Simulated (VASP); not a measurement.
# GaSb: single point with PBE

Crystal: GaSb.

```
Ga Sb
1.0
     0.00000    3.01766    3.01766
     3.01766    0.00000    3.01766
     3.01766    3.01766    0.00000
Ga Sb
1 1
Direct
  0.00000 0.00000 0.00000
  0.75000 0.75000 0.75000
```

This cell differs from its parent crystal: volume scaled by 0.96.

```yaml
Program: VASP 6.6.1
Task: single point
Functional: PBE
Potentials_or_basis: VASP PAW PBE potentials, release 64 (Ga_d, Sb)
Cutoff: 520 eV
k_mesh: 12 × 12 × 12
Occupations: fermi-dirac, width 0.08 eV
Spin: no spin polarisation
Dipole_correction: no
Further_INCAR_settings: ALGO = Normal; EDIFF = 1e-07; NBANDS = 16
```

```yaml
Pressure: 4.9 GPa
Band_gap_on_the_k_mesh: 0.33 eV, direct
```

Levels at points of the mesh, in eV from the valence-band top:
| k point | band 7 | band 8 | band 9 | band 10 | band 11 | band 12 |
| --- | --- | --- | --- | --- | --- | --- |
| (0.00, 0.00, 0.00) | 0.00 | 0.00 | 0.00 | 0.33 | 2.76 | 2.76 |
| (0.50, 0.00, 0.00) | -6.57 | -1.22 | -1.22 | 0.49 | 3.74 | 3.74 |
| (0.50, 0.50, 0.00) | -7.01 | -2.72 | -2.72 | 0.86 | 1.17 | 8.95 |

Run time: 22 s on 1 thread of Intel(R) Xeon(R) 6975P-C (Granite Rapids), on a shared host, peak memory 0.22 GiB.

Caveat: spin-orbit coupling is left out, which moves the levels of the heavy elements. A k mesh can miss the band edges.
